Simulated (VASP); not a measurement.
# Ga8N9 (a cell with a defect) in VASP: single point with PBE

Aim: the single point of Ga8N9 (a cell with a defect) with PBE.

Everything below comes from runs of VASP 6.6.1. Logs are shortened: lines on timing, memory, paths and dates and some standing lists are left out, and cuts for length are marked.

## (1) The cell of the first run

The cell holds a defect, 17 atoms: a = 5.243 Å, b = 6.437 Å, c = 6.437 Å, α = 120.00°, β = 90.00°, γ = 90.00°.

## (2) Single point, PBE

Input file INCAR:

```
SYSTEM = Ga8N9
ALGO     = Normal         ! electronic algorithm
EDIFF    = 1E-6           ! SCF threshold, eV
ENCUT    = 520            ! plane-wave cutoff, eV
GGA      = PE             ! functional
ISIF     = 2              ! what is computed and relaxed
ISMEAR   = 0              ! smearing method
LASPH    = .True.         ! aspherical terms in the spheres
LCHARG   = .False.        ! write CHGCAR
LREAL    = Auto         
LWAVE    = .False.        ! write WAVECAR
NBANDS   = 88             ! bands
NELECT   = 148.0        
NELM     = 80             ! most SCF steps
PREC     = Accurate       ! precision mode
SIGMA    = 0.01           ! smearing width, eV
```

Input file KPOINTS:

```
k-points
0
Gamma
  3 3 3
  0 0 0
```

Input file POSCAR:

```
Ga8N9
1.0
    0.0000000000      0.0000000000     -5.2430305161
    3.2184289158     -5.5744824027      0.0000000000
   -6.4368578316      0.0000000000      0.0000000000
Ga N
8 9
Direct
    0.0127221475      0.1527493811      0.3394615203
    0.0126986886      0.6589374776      0.3394872853
    0.0888567037      0.1622438926      0.8521867451
    0.0000814919      0.6584151390      0.8446093165
    0.5198388999      0.3462731574      0.2203241673
    0.5037918899      0.8219196177      0.1716277290
    0.4896664664      0.3391507447      0.6508834184
    0.4895884535      0.7840361830      0.6509806580
    0.6414501318      0.1488645057      0.3407415275
    0.6414015369      0.6641424640      0.3408219337
    0.5626536341      0.1183898012      0.7644901670
    0.6279799898      0.6565103793      0.8407819650
    0.1588534761      0.3324884251      0.1927598004
    0.1322256144      0.8225399175      0.1728888517
    0.1248641429      0.3289049211      0.6726915497
    0.1247869604      0.8160554796      0.6727306245
    0.7248866098      0.2023535528     -0.0676848170
```

Potentials or basis: VASP PAW PBE potentials, release 64 (Ga_d, N).

Command:

```
$ cat potpaw_PBE.64/Ga_d/POTCAR potpaw_PBE.64/N/POTCAR > POTCAR
$ mpirun -np 1 vasp_std > vasp.out
```

OUTCAR:

```text
SYSTEM = Ga8N9
   EDIFF = 1E-6
   ENCUT = 520
   GGA = PE
   ISIF = 2
   ISMEAR = 0
   LASPH = .True.
   LREAL = Auto
   NELECT = 148.0
   NELM = 80
   PREC = Accurate

 ion  position               nearest neighbor table
   1  0.013  0.153  0.339-  14 1.94   9 1.95  15 1.95  13 1.98
   2  0.013  0.659  0.339-  14 1.94  10 1.95  16 1.95  13 1.98
   3  0.089  0.162  0.852-  13 1.93  15 1.94  16 1.94  17 1.96
   4  0.000  0.658  0.845-  16 1.95  15 1.95  12 1.95  14 1.96
   5  0.520  0.346  0.220-  13 1.90   9 1.90  10 1.90  17 1.93   7 2.80   8 2.80
   6  0.504  0.822  0.172-  14 1.95  12 1.96   9 1.96  10 1.96
   7  0.490  0.339  0.651-   9 1.92  15 1.92  12 1.92  11 1.93   5 2.80   8 2.86
   8  0.490  0.784  0.651-  10 1.92  16 1.92  12 1.92  11 1.93   5 2.80   7 2.86
   9  0.641  0.149  0.341-   5 1.90   7 1.92   1 1.95   6 1.96
  10  0.641  0.664  0.341-   5 1.90   8 1.92   2 1.95   6 1.96
  11  0.563  0.118  0.764-  17 1.26   7 1.93   8 1.93
  12  0.628  0.657  0.841-   8 1.92   7 1.92   4 1.95   6 1.96
  13  0.159  0.332  0.193-   5 1.90   3 1.93   1 1.98   2 1.98
  14  0.132  0.823  0.173-   2 1.94   1 1.94   6 1.95   4 1.96
  15  0.125  0.329  0.673-   7 1.92   3 1.94   1 1.95   4 1.95
  16  0.125  0.816  0.673-   8 1.92   3 1.94   2 1.95   4 1.95
  17  0.725  0.202  0.932-  11 1.26   5 1.93   3 1.96

  LATTYP: Found a hexagonal cell.
 ALAT       =     6.4368578316
 C/A-ratio  =     0.8145325954

  Lattice vectors:

 A1 = (   3.2184289158,  -5.5744824027,   0.0000000000)
 A2 = (  -6.4368578316,   0.0000000000,   0.0000000000)
 A3 = (   0.0000000000,   0.0000000000,  -5.2430305161)

Analysis of symmetry for initial positions (statically):
=====================================================================
 Subroutine PRICEL returns:
 Original cell was already a primitive cell.

 Routine SETGRP: Setting up the symmetry group for a
 hexagonal supercell.

 Subroutine GETGRP returns: Found  1 space group operations
 (whereof  1 operations were pure point group operations)
 out of a pool of 24 trial point group operations.

The static configuration has the point symmetry C_1 .

Analysis of symmetry for dynamics (positions and initial velocities):
=====================================================================
 Subroutine PRICEL returns:
 Original cell was already a primitive cell.

 Routine SETGRP: Setting up the symmetry group for a
 hexagonal supercell.

 Subroutine GETGRP returns: Found  1 space group operations
[... 127 lines left out ...]
   NFREE  =      0    steps in history (QN), initial steepest desc. (CG)
   ISIF   =      2    stress and relaxation
   ISYM   =      2    0-nonsym 1-usesym 2-fastsym
   POTIM  = 0.5000    time-step for ionic-motion
   TEBEG  =    0.0;   TEEND  =   0.0 temperature during run
   PSTRESS=    0.0 pullay stress
   NELECT =     148.0000    total number of electrons
   NUPDOWN=      -1.0000    fix difference up-down
   EMIN   =  10.00;   EMAX   =-10.00  energy-range for DOS
   EFERMI =   0.00;   METHOD = LEGACY
   ISMEAR =     0;   SIGMA  =   0.01  broadening in eV -4-tet -1-fermi 0-gaus
   EFERMI_NEDOS =   21; number of points for ismear=-14 and -15
   IALGO  =     38    algorithm
   IMIX   =      4    mixing-type and parameters
     AMIX     =   0.40;   BMIX     =  1.00
     AMIX_MAG =   1.60;   BMIX_MAG =  1.00
  volume/ion in A,a.u.               =      11.07        74.68
  Fermi-wavevector in a.u.,A,eV,Ry     =   1.511269  2.855884 31.074810  2.283934
  Thomas-Fermi vector in A             =   2.621349
   LORBIT       =      0    0 simple, 1 ext, 2 COOP (PROOUT), +10 PAW based schemes
   GGA     = PE    functional components
   LHFCALC =     F    Hartree Fock is set to
   AEXX    =    0.0000 exact exchange contribution
   IVDW    =     0    specifies the selected vdW correction
   LEPSILON=     F    determine dielectric tensor
   LRPA    =     F    only Hartree local field effects (RPA)
 non-spin polarized calculation
 Gauss-broadening in eV      SIGMA  =   0.01
  energy-cutoff  :      520.00
  volume of cell :      188.13
 maximum number of plane-waves:      5076
 NGX is ok and might be reduce to    40
   NGX = 19   NGY = 23   NGZ = 23

 number of electron     147.9999985 magnetization

 Free energy of the ion-electron system (eV)
  ---------------------------------------------------
  ext. energy  EPLUGINS =         0.00000000
  ---------------------------------------------------
  free energy    TOTEN  =      -107.45081578 eV

  energy without entropy =     -107.44915947  energy(sigma->0) =     -107.44998762

 E-fermi :   6.4213     XC(G=0): -11.6373

 val. band max:        6.4163377349   @ k =   0.3333   0.3333   0.3333
 cond. band min:       6.4223160225   @ k =   0.3333   0.3333  -0.3333
 fundamental gap:      0.0059782876
 Fermi energy:         6.4213358030

 k-point     1 :       0.0000    0.0000    0.0000
  band No.  band energies     occupation
      1     -15.2282      2.00000
      2     -10.5307      2.00000
      3      -9.8571      2.00000
      4      -9.8469      2.00000
      5      -9.7834      2.00000
      6      -9.5744      2.00000
[... 1235 lines left out ...]
     85      12.5903      0.00000
     86      12.8263      0.00000
 [bands above 86 left out]

------------------------ aborting loop because EDIFF is reached ----------------------------------------

  FORCE on cell =-STRESS in cart. coord.  units (eV):
  Direction    XX          YY          ZZ          XY          YZ          ZX
  --------------------------------------------------------------------------------------
  -------------------------------------------------------------------------------------
  Total        4.9194955      2.4409594      4.2446673      2.1223616      1.5686289      2.7005804
  in kB       41.8957820     20.7878843     36.1487581     18.0746169     13.3588771     22.9988881
  external PRESSURE =      32.9441415 kB  Pullay stress =       0.0000000 kB

 VOLUME and BASIS-vectors are now :
 -----------------------------------------------------------------------------
  energy-cutoff  :      520.00
  volume of cell :      188.13
      direct lattice vectors                 reciprocal lattice vectors
     0.000000000  0.000000000 -5.243030516     0.000000000  0.000000000 -0.190729388
     3.218428916 -5.574482403  0.000000000     0.000000000 -0.179388852  0.000000000
    -6.436857832  0.000000000  0.000000000    -0.155355303 -0.089694426  0.000000000

 POSITION                                       TOTAL-FORCE (eV/Angst)
 -----------------------------------------------------------------------------------
     -1.69345     -0.85150     -0.06670        -0.004163      0.005042      0.001807
     -0.06449     -3.67324     -0.06658         0.000962     -0.003877      0.001690
     -4.96323     -0.90443     -0.46588        -0.001912     -0.000703      0.009917
     -3.31757     -3.67032     -0.00043         0.003437     -0.001530      0.000579
     -0.30374     -1.93029     -2.72553        -0.011236     -0.007701      0.000404
      1.54055     -4.58178     -2.64140        -0.004301      0.000480      0.002283
[... 9 lines left out ...]
     -1.70385     -4.54909     -0.65426        -0.002528      0.000456     -0.000662
     -5.34992     -1.12802     -3.80060        -0.112685     -0.064011     -0.123787
 -----------------------------------------------------------------------------------
    total drift:                                0.002776      0.001108      0.000567

  FREE ENERGIE OF THE ION-ELECTRON SYSTEM (eV)
  ---------------------------------------------------
  free  energy   TOTEN  =      -107.4508157770 eV

  energy  without entropy=     -107.4491594697  energy(sigma->0) =     -107.44998762
```

stdout:

```text
POSCAR found type information on POSCAR GaN
 POSCAR found :  2 types and      17 ions
 scaLAPACK will be used
 LDA part: xc-table for (Slater+PW92), standard interpolation
 POSCAR, INCAR and KPOINTS ok, starting setup
 FFT: planning ... GRIDC
 FFT: planning ... GRID_SOFT
 FFT: planning ... GRID
 WAVECAR not read
 entering main loop
 the old and the new charge density differ
 old charge density:   149.00000 new  148.00000
    0.214E+01
```

Wall time 15 min (1 thread of AMD EPYC 7R13 (Zen 3), shared host); peak memory 0.34 GiB.

What came out:

```
Free energy   : -107.4508 eV
Largest force : 0.179 eV/Å
```

Forces in eV/Å, atoms in the order of the input:
```
Ga  -0.004  0.005  0.002
Ga   0.001 -0.004  0.002
Ga  -0.002 -0.001  0.010
Ga   0.003 -0.002  0.001
Ga  -0.011 -0.008  0.000
Ga  -0.004  0.000  0.002
Ga   0.001  0.009  0.005
Ga   0.011 -0.003  0.005
N    0.002 -0.005  0.001
N   -0.003  0.005  0.000
N    0.116  0.067  0.113
N    0.001  0.001 -0.001
N    0.003  0.002 -0.015
N    0.000  0.000  0.000
N    0.000 -0.003  0.000
N   -0.003  0.000 -0.001
N   -0.113 -0.064 -0.124
```

Caveat: the k points lie up to 0.40 Å⁻¹ apart; the cell carries a net charge on a neutralising background, which shifts energy and pressure; the cell is charged against a uniform background, so pressure and absolute levels hang on convention.
